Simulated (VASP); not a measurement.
Write the native input for VASP 6.6.1 that does the following.

| Property | Result |
| --- | --- |
| Task | single point |
| Functional | PBEsol |
| Potentials or basis | VASP PAW PBE potentials, release 64 (Ta_pv) |
| Cutoff | 520 eV |
| k mesh | 20 × 20 × 20 |
| Occupations | gaussian, width 0.15 eV |
| Spin | no spin polarisation |
| Dipole correction | no |
| Further INCAR settings | ALGO = Fast; EDIFF = 1e-06; NBANDS = 12 |

The structure of Ta lies in POSCAR:

```
Ta
1.0
   -1.6595364000      1.6512800000      1.6595364000
    1.6430236000     -1.6512800000      1.6430236000
    1.6595364000      1.6512800000     -1.6595364000
Ta
1
Direct
    0.0000000000      0.0000000000      0.0000000000
```

This cell differs from its parent crystal: strain -0.0100 x Voigt [0, 0, 0, 0, 1, 0].

These files were run (other wordings do the same):

INCAR

```
SYSTEM = Ta
ALGO = Fast
EDIFF = 1E-6
ENCUT = 520
GGA = PS
ISIF = 2
ISMEAR = 0
LASPH = .TRUE.
LCHARG = .FALSE.
LREAL = .FALSE.
LWAVE = .FALSE.
NBANDS = 12
NELM = 80
PREC = Accurate
SIGMA = 0.15
```

KPOINTS

```
k-points
0
G
  20 20 20
  0 0 0
```

Potentials or basis: VASP PAW PBE potentials, release 64 (Ta_pv).

The run is started by

```bash
$ cat potpaw_PBE.64/Ta_pv/POTCAR > POTCAR
$ mpirun -np 1 vasp_std > vasp.out
```

Results of the run:

The pressure is -3.6 GPa.

Caveat: the cell differs from its parent crystal (strain -0.0100 x Voigt [0, 0, 0, 0, 1, 0]); the PAW data sets were made with another functional, which shifts forces and pressure a little.

Run time: 90 s on 1 thread of Intel Xeon 6975P-C, with other jobs on the host, peak memory 0.35 GiB.
